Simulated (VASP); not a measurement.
# Si (P-1) in VASP: further runs

Si is run at these levels: PBE-based screened hybrid with 40 % exact exchange, PBE-based screened hybrid with 50 % exact exchange, PBE-based screened hybrid with 5 % exact exchange; tasks: single point.

Program: VASP 6.6.1. These are calculated values, not measurements. Logs are shortened: lines on timing, memory, paths and dates and some standing lists are left out, and cuts for length are marked.

### Step 1. The cell of the first run

The typed cell holds 2 atoms: a = 2.610 Å, b = 2.865 Å, c = 4.641 Å, α = 97.92°, β = 100.20°, γ = 95.83°.

### Step 2. Single point, PBE-based screened hybrid with 40 % exact exchange

File POSCAR:

```
Si
1.0
   -0.1436334000     -0.2337244800      2.5955116700
    2.8539932400     -0.1987167300     -0.1526128900
   -0.3441874700      4.6079786100     -0.4301308600
Si
2
Direct
    0.9669815000      0.9785314700      0.0148158000
    0.0330185000      0.5214685300      0.4851842000
```

File INCAR.step1:

```
PREC     = Accurate       # precision mode
ENCUT    = 520            # plane-wave cutoff, eV
EDIFF    = 1E-5           # SCF threshold, eV
ISMEAR   = -1             # smearing method
SIGMA    = 0.05           # smearing width, eV
LREAL    = False          # projectors in reciprocal space
LASPH    = True           # aspherical terms in the spheres
NELM     = 60             # most SCF steps
ALGO     = Normal         # electronic algorithm
ISIF     = 2              # what is computed and relaxed
LWAVE    = True           # write WAVECAR
LCHARG   = False          # write CHGCAR
NBANDS   = 11             # bands
GGA      = PE             # functional
```

File INCAR.step2:

```
PREC     = Accurate       # precision mode
ENCUT    = 520            # plane-wave cutoff, eV
EDIFF    = 1E-6           # SCF threshold, eV
ISMEAR   = -1             # smearing method
SIGMA    = 0.05           # smearing width, eV
LREAL    = False          # projectors in reciprocal space
LASPH    = True           # aspherical terms in the spheres
NELM     = 60             # most SCF steps
ALGO     = Normal         # electronic algorithm
ISIF     = 2              # what is computed and relaxed
LWAVE    = False          # write WAVECAR
LCHARG   = False          # write CHGCAR
GGA      = PE             # functional
LHFCALC  = True           # exact exchange
AEXX     = 0.4            # exact-exchange fraction
HFSCREEN = 0.2            # screening, 1/A
PRECFOCK = Normal       
NBANDS   = 11             # bands
ISTART   = 1
```

File KPOINTS:

```
Automatic mesh
0
Gamma
  5 5 3
```

Potentials or basis: VASP PAW PBE potentials, release 64 (Si).

Run with:

```sh
cat potpaw_PBE.64/Si/POTCAR > POTCAR
cp INCAR.step1 INCAR
mpirun -np 1 vasp_std > vasp.out
cp INCAR.step2 INCAR
mpirun -np 1 vasp_std > vasp.out
```

OUTCAR:

```text
PREC = Accurate
   ENCUT = 520
   EDIFF = 1E-6
   ISMEAR = -1
   LREAL = False
   LASPH = True
   NELM = 60
   ISIF = 2
   GGA = PE
   LHFCALC = True
   AEXX = 0.4
   HFSCREEN = 0.2
   PRECFOCK = Normal
   ISTART = 1

 ion  position               nearest neighbor table
   1  0.967  0.979  0.015-   2 2.47   2 2.66   2 2.69   2 3.10
   2  0.033  0.521  0.485-   1 2.47   1 2.66   1 2.69   1 3.10

  LATTYP: Found a triclinic cell.
 ALAT       =     3.6743448820
 B/A-ratio  =     1.7844557274
 C/A-ratio  =     1.7577617440
 COS(alpha) =     0.0037825872
 COS(beta)  =     0.6563862525
 COS(gamma) =     0.7254449456

  Lattice vectors:

 A1 = (  -2.7103598400,   0.4324412100,  -2.4428987800)
 A2 = (  -3.0545473100,   5.0404198200,  -2.8730296400)
 A3 = (  -2.2225389700,  -3.9418129200,  -4.6082795900)

Analysis of symmetry for initial positions (statically):
=====================================================================
 Subroutine PRICEL returns:
 Original cell was already a primitive cell.

 Routine SETGRP: Setting up the symmetry group for a
 triclinic supercell.

 Subroutine GETGRP returns: Found  2 space group operations
 (whereof  1 operations were pure point group operations)
 out of a pool of  2 trial point group operations.

The static configuration has the point symmetry C_1 .
 The point group associated with its full space group is S_2 .

Analysis of symmetry for dynamics (positions and initial velocities):
=====================================================================
 Subroutine PRICEL returns:
 Original cell was already a primitive cell.

 Routine SETGRP: Setting up the symmetry group for a
 triclinic supercell.

 Subroutine GETGRP returns: Found  2 space group operations
 (whereof  1 operations were pure point group operations)
 out of a pool of  2 trial point group operations.

The dynamic configuration has the point symmetry C_1 .
 The point group associated with its full space group is S_2 .

 Subroutine INISYM returns: Found  2 space group operations
 (whereof  1 operations are pure point group operations),
 and found     1 'primitive' translations

----------------------------------------------------------------------------------------

[... 103 lines left out ...]
   NELECT =       8.0000    total number of electrons
   NUPDOWN=      -1.0000    fix difference up-down
   EMIN   =  10.00;   EMAX   =-10.00  energy-range for DOS
   EFERMI =   0.00;   METHOD = LEGACY
   ISMEAR =    -1;   SIGMA  =   0.05  broadening in eV -4-tet -1-fermi 0-gaus
   EFERMI_NEDOS =   21; number of points for ismear=-14 and -15
   IALGO  =     38    algorithm
   IMIX   =      1    mixing-type and parameters
     AMIX     =   0.40;   BMIX     =  1.00
     AMIX_MAG =   1.60;   BMIX_MAG =  1.00
  volume/ion in A,a.u.               =      16.77       113.18
  Fermi-wavevector in a.u.,A,eV,Ry     =   1.015236  1.918517 14.023569  1.030703
  Thomas-Fermi vector in A             =   2.148510
   LORBIT       =      0    0 simple, 1 ext, 2 COOP (PROOUT), +10 PAW based schemes
   GGA     = PE    functional components
   LHFCALC =     T    Hartree Fock is set to
   PRECFOCK=normal    Normal, Fast or Accurate (Low or Medium for compatibility)
   ENCUT4O =  -1.0   cutoff for four orbital integrals eV
   NKREDX  =     1    reduce k-point grid by
   NKREDY  =     1    reduce k-point grid by
   NKREDZ  =     1    reduce k-point grid by
   AEXX    =    0.4000 exact exchange contribution
   HFSCREEN=    0.2000 screening length (either q_TF or 0.3 A-1)
   HFSCREENC=   0.2000 screening length for correlation (either q_TF or 0.3 A-1)
   ENCUTFOCK=  -1.0 apply spherical cutoff to Coloumb kernel
   IVDW    =     0    specifies the selected vdW correction
   LEPSILON=     F    determine dielectric tensor
   LRPA    =     F    only Hartree local field effects (RPA)
 non-spin polarized calculation
  energy-cutoff  :      520.00
  volume of cell :       33.54
 maximum number of plane-waves:       913
  NGX = 16; NGY = 16; NGZ = 28

 number of electron       8.0000000 magnetization

 Free energy of the ion-electron system (eV)
  ---------------------------------------------------
  ext. energy  EPLUGINS =         0.00000000
  ---------------------------------------------------
  free energy    TOTEN  =       -12.04992773 eV

  energy without entropy =      -12.04482905  energy(sigma->0) =      -12.04737839

 E-fermi :   8.1519     XC(G=0):  -7.5849

 val. band max:        7.9846795875   @ k =  -0.2000   0.2000  -0.0000
 cond. band min:       8.2036460411   @ k =   0.4000   0.2000   0.0000
 fundamental gap:      0.2189664536
 Fermi energy:         8.1518613015

 k-point     1 :       0.0000    0.0000    0.0000
  band No.  band energies     occupation
      1      -7.8910      2.00000
      2       0.1573      2.00000
      3       0.9987      2.00000
      4      12.2787      0.00000
      5      14.5825      0.00000
      6      16.0060      0.00000
      7      16.8051      0.00000
      8      16.8361      0.00000
      9      19.0754      0.00000
     10      19.4120      0.00000
     11      20.9443      0.00000
[... 309 lines left out ...]
 k-point    24 :       0.0000    0.4000    0.3333
  band No.  band energies     occupation
      1      -3.2088      2.00000
      2      -2.3224      2.00000
      3       0.8432      2.00000
      4       5.3550      2.00000
      5      11.3502      0.00000
      6      12.5248      0.00000
      7      16.0716      0.00000
      8      18.2327      0.00000
      9      20.0023      0.00000
     10      22.2542      0.00000
     11      23.3400      0.00000

 [... further k-points ...]

------------------------ aborting loop because EDIFF is reached ----------------------------------------

  FORCE on cell =-STRESS in cart. coord.  units (eV):
  Direction    XX          YY          ZZ          XY          YZ          ZX
  --------------------------------------------------------------------------------------
  -------------------------------------------------------------------------------------
  Total        0.3741160     -1.6657806     -3.8448381     -0.0591377      1.9590458      1.0705120
  in kB       17.8691061    -79.5635906   -183.6431116     -2.8246258     93.5709803     51.1314522
  external PRESSURE =     -81.7791987 kB  Pullay stress =       0.0000000 kB

 VOLUME and BASIS-vectors are now :
 -----------------------------------------------------------------------------
  energy-cutoff  :      520.00
  volume of cell :       33.54
      direct lattice vectors                 reciprocal lattice vectors
    -0.143633400 -0.233724480  2.595511670     0.023512779  0.038162429  0.390018171
     2.853993240 -0.198716730 -0.152612890     0.353552149  0.028473814  0.022129326
    -0.344187470  4.607978610 -0.430130860     0.016439364  0.220178478  0.020736698

 POSITION                                       TOTAL-FORCE (eV/Angst)
 -----------------------------------------------------------------------------------
      2.64873     -0.35219      2.35410        -0.353025     -0.388906      0.045068
      1.31653      2.12438     -0.20258         0.353025      0.388906     -0.045068
 -----------------------------------------------------------------------------------
    total drift:                                0.000000      0.000000     -0.000000

  FREE ENERGIE OF THE ION-ELECTRON SYSTEM (eV)
  ---------------------------------------------------
  free  energy   TOTEN  =       -12.0499277330 eV

  energy  without entropy=      -12.0448290500  energy(sigma->0) =      -12.04737839
```

Wall time 3.1 min (1 thread of Intel Xeon 6975P-C (Granite Rapids), shared host); peak memory 0.24 GiB.

Results:

| Item | Value |
| --- | --- |
| Free energy | -12.0499 eV |
| Pressure | -8.2 GPa |
| Largest force | 0.527 eV/Å |
| Band gap on the k mesh | zero (bands 4 and 5 overlap by 5.89 eV) |

Forces in eV/Å, atoms in the order of the input:
```
Si  -0.353 -0.389  0.045
Si   0.353  0.389 -0.045
```

Stress tensor (GPa, compression positive):
```
  1.79  -0.28   5.11
 -0.28  -7.96   9.36
  5.11   9.36 -18.36
```

Levels at points of the mesh, in eV from the Fermi level:
```tsv
k point	band 1	band 2	band 3	band 4	band 5	band 6	band 7	band 8	band 9
(0.00, 0.00, 0.00)	-16.04	-7.99	-7.15	4.13	6.43	7.85	8.65	8.68	10.92
```

Caveat: the k points lie up to 0.49 Å⁻¹ apart, too coarse for converged energies and pressures of a metal; the PAW data sets were made with another functional, which shifts forces and pressure a little.

### Step 3. Single point, PBE-based screened hybrid with 50 % exact exchange

POSCAR is that of step 2.

File INCAR.step1:

```
SYSTEM = Si
  PREC = Accurate
  ENCUT = 520
  EDIFF = 1E-5
  ISMEAR = -1
  SIGMA = 0.05
  LREAL = .FALSE.
  LASPH = .TRUE.
  NELM = 100
  ALGO = Normal
  ISIF = 2
  LWAVE = .TRUE.
  GGA = PE
  NBANDS = 11
```

File INCAR.step2:

```
SYSTEM = Si
  PREC = Accurate
  ENCUT = 520
  EDIFF = 1E-7
  ISMEAR = -1
  SIGMA = 0.05
  LREAL = .FALSE.
  LASPH = .TRUE.
  NELM = 100
  ALGO = Normal
  ISIF = 2
  LWAVE = .FALSE.
  LCHARG = .TRUE.
  GGA = PE
  LHFCALC = .TRUE.
  AEXX = 0.5
  HFSCREEN = 0.2
  PRECFOCK = Normal
  LELF = .TRUE.
  LVHAR = .TRUE.
  ISTART = 1
  NBANDS = 11
```

File KPOINTS:

```
regular mesh
0
G
  5 5 3
  0 0 0
```

Potentials or basis: VASP PAW PBE potentials, release 64 (Si).

Run with:

```sh
cat potpaw_PBE.64/Si/POTCAR > POTCAR
cp INCAR.step1 INCAR
mpirun -np 1 vasp_std > vasp.out
cp INCAR.step2 INCAR
mpirun -np 1 vasp_std > vasp.out
```

It took 3.6 min on 1 thread of Intel Xeon 6975P-C (Granite Rapids), shared host; peak memory 0.24 GiB.

Results (log left out):

```yaml
Free_energy: -12.6535 eV
Pressure: -9.0 GPa
Largest_force: 0.527 eV/Å
Band_gap_on_the_k_mesh: zero (bands 4 and 5 overlap by 6.12 eV)
```

Forces on the atoms (eV/Å):
```
Si  -0.370 -0.372  0.051
Si   0.370  0.372 -0.051
```

Stress tensor (GPa, compression positive):
```
  1.48  -0.05   5.34
 -0.05  -9.13  10.11
  5.34  10.11 -19.46
```

Levels at points of the mesh, in eV from the Fermi level:
```tsv
k point	band 1	band 2	band 3	band 4	band 5	band 6	band 7	band 8
(0.00, 0.00, 0.00)	-16.76	-8.37	-7.49	4.30	6.63	8.17	8.99	9.01
```

Caveat: the k points lie up to 0.49 Å⁻¹ apart, too coarse for converged energies and pressures of a metal; the PAW data sets were made with another functional, which shifts forces and pressure a little.

### Step 4. Single point, PBE-based screened hybrid with 5 % exact exchange

POSCAR is that of step 3.

File INCAR.step1:

```
ALGO     = Normal         # electronic algorithm
EDIFF    = 1E-5           # SCF threshold, eV
ENCUT    = 520            # plane-wave cutoff, eV
GGA      = PE             # functional
ISIF     = 2              # what is computed and relaxed
ISMEAR   = -1             # smearing method
LASPH    = True           # aspherical terms in the spheres
LCHARG   = False          # write CHGCAR
LREAL    = False          # projectors in reciprocal space
LWAVE    = True           # write WAVECAR
NBANDS   = 11             # bands
NELM     = 80             # most SCF steps
PREC     = Accurate       # precision mode
SIGMA    = 0.05           # smearing width, eV
```

File INCAR.step2:

```
AEXX     = 0.05           # exact-exchange fraction
ALGO     = Normal         # electronic algorithm
EDIFF    = 1E-6           # SCF threshold, eV
ENCUT    = 520            # plane-wave cutoff, eV
GGA      = PE             # functional
HFSCREEN = 0.2            # screening, 1/A
ISIF     = 2              # what is computed and relaxed
ISMEAR   = -1             # smearing method
ISTART   = 1            
LASPH    = True           # aspherical terms in the spheres
LCHARG   = False          # write CHGCAR
LHFCALC  = True           # exact exchange
LREAL    = False          # projectors in reciprocal space
LWAVE    = False          # write WAVECAR
NBANDS   = 11             # bands
NELM     = 80             # most SCF steps
PREC     = Accurate       # precision mode
PRECFOCK = Normal       
SIGMA    = 0.05           # smearing width, eV
```

File KPOINTS:

```
k-points
0
Gamma
  5 5 3
```

Potentials or basis: VASP PAW PBE potentials, release 64 (Si).

Run with:

```sh
cat potpaw_PBE.64/Si/POTCAR > POTCAR
cp INCAR.step1 INCAR
mpirun -np 1 vasp_std > vasp.out
cp INCAR.step2 INCAR
mpirun -np 1 vasp_std > vasp.out
```

OUTCAR:

```text
AEXX = 0.05
   EDIFF = 1E-6
   ENCUT = 520
   GGA = PE
   HFSCREEN = 0.2
   ISIF = 2
   ISMEAR = -1
   ISTART = 1
   LASPH = True
   LHFCALC = True
   LREAL = False
   NELM = 80
   PREC = Accurate
   PRECFOCK = Normal

 ion  position               nearest neighbor table
   1  0.967  0.979  0.015-   2 2.47   2 2.66   2 2.69   2 3.10
   2  0.033  0.521  0.485-   1 2.47   1 2.66   1 2.69   1 3.10

  LATTYP: Found a triclinic cell.
 ALAT       =     3.6743448820
[... 537 lines left out ...]

 [... further k-points ...]

------------------------ aborting loop because EDIFF is reached ----------------------------------------

  FORCE on cell =-STRESS in cart. coord.  units (eV):
  Direction    XX          YY          ZZ          XY          YZ          ZX
  --------------------------------------------------------------------------------------
  -------------------------------------------------------------------------------------
  Total        0.4985349     -0.7468281     -2.8791369     -0.1147582      1.2807649      0.6447479
  in kB       23.8117967    -35.6711619   -137.5177923     -5.4812600     61.1738760     30.7954483
  external PRESSURE =     -49.7923858 kB  Pullay stress =       0.0000000 kB

 VOLUME and BASIS-vectors are now :
 -----------------------------------------------------------------------------
  energy-cutoff  :      520.00
  volume of cell :       33.54
      direct lattice vectors                 reciprocal lattice vectors
    -0.143633400 -0.233724480  2.595511670     0.023512779  0.038162429  0.390018171
     2.853993240 -0.198716730 -0.152612890     0.353552149  0.028473814  0.022129326
    -0.344187470  4.607978610 -0.430130860     0.016439364  0.220178478  0.020736698

 POSITION                                       TOTAL-FORCE (eV/Angst)
 -----------------------------------------------------------------------------------
      2.64873     -0.35219      2.35410        -0.304126     -0.469605      0.025980
      1.31653      2.12438     -0.20258         0.304126      0.469605     -0.025980
 -----------------------------------------------------------------------------------
    total drift:                                0.000000     -0.000000      0.000000

  FREE ENERGIE OF THE ION-ELECTRON SYSTEM (eV)
  ---------------------------------------------------
  free  energy   TOTEN  =       -10.0165281216 eV

  energy  without entropy=      -10.0050529007  energy(sigma->0) =      -10.01079051
```

OUTCAR.step1:

```text
EDIFF = 1E-5
   ENCUT = 520
   GGA = PE
   ISIF = 2
   ISMEAR = -1
[... 563 lines left out ...]
 -----------------------------------------------------------------------------------
      2.64873     -0.35219      2.35410        -0.298528     -0.475320      0.025152
      1.31653      2.12438     -0.20258         0.298528      0.475320     -0.025152
 -----------------------------------------------------------------------------------
    total drift:                                0.000000      0.000000     -0.000000

  FREE ENERGIE OF THE ION-ELECTRON SYSTEM (eV)
  ---------------------------------------------------
  free  energy   TOTEN  =        -9.7363543206 eV

  energy  without entropy=       -9.7237543554  energy(sigma->0) =       -9.73005434
```

OSZICAR.step1:

```text
N       E                     dE             d eps       ncg     rms          rms(c)
DAV:   1     0.449708523030E+01    0.44971E+01   -0.33251E+03   836   0.577E+02
DAV:   2    -0.932496331593E+01   -0.13822E+02   -0.13071E+02  1080   0.807E+01
DAV:   3    -0.977080596807E+01   -0.44584E+00   -0.43806E+00  1073   0.114E+01
DAV:   4    -0.977300489431E+01   -0.21989E-02   -0.21985E-02   987   0.101E+00
DAV:   5    -0.977301640348E+01   -0.11509E-04   -0.11510E-04  1078   0.668E-02    0.341E+00
DAV:   6    -0.974595894783E+01    0.27057E-01   -0.36115E-02   931   0.775E-01    0.198E+00
DAV:   7    -0.973649123013E+01    0.94677E-02   -0.23427E-02   991   0.725E-01    0.179E-01
DAV:   8    -0.973634544203E+01    0.14579E-03   -0.28170E-03   917   0.273E-01    0.112E-01
DAV:   9    -0.973635291754E+01   -0.74755E-05   -0.13683E-04  1004   0.719E-02    0.519E-02
DAV:  10    -0.973635432063E+01   -0.14031E-05   -0.38974E-06   561   0.118E-02
   1 F= -.97363543E+01 E0= -.97300543E+01  d E =-.126000E-01
```

It took 6 min on 1 thread of Intel Xeon 8259CL, shared host; peak memory 0.24 GiB.

What came out:

```yaml
Free_energy: -10.0165 eV
Pressure: -5.0 GPa
Largest_force: 0.560 eV/Å
Band_gap_on_the_k_mesh: zero (bands 4 and 5 overlap by 5.05 eV)
```

Forces on the atoms (eV/Å):
```
Si  -0.304 -0.470  0.026
Si   0.304  0.470 -0.026
```

Caveat: the k points lie up to 0.49 Å⁻¹ apart, too coarse for converged energies and pressures of a metal; the PAW data sets were made with another functional, which shifts forces and pressure a little.

### Step 5. Overview

| level | share of exact exchange | gap on the mesh (eV) | pressure (GPa) | largest force (eV/Å) |
| --- | --- | --- | --- | --- |
| PBE-based screened hybrid with 40 % exact exchange | 0.4 | none | -8.2 | 0.53 |
| PBE-based screened hybrid with 50 % exact exchange | 0.5 | none | -9.0 | 0.53 |
| PBE-based screened hybrid with 5 % exact exchange | 0.05 | none | -5.0 | 0.56 |

Alike in all rows: task single point; potentials or basis VASP PAW PBE potentials, release 64 (Si); no spin polarisation; cell as given; k mesh 5 × 5 × 3; cutoff (eV) 520; smearing fermi-dirac 0.05 eV.

Caveats: all runs use coarse meshes; the PAW data sets were made with another functional, which shifts forces and pressure a little.

Total energies depend on the potentials used, so only differences within one code and one set of settings carry meaning.
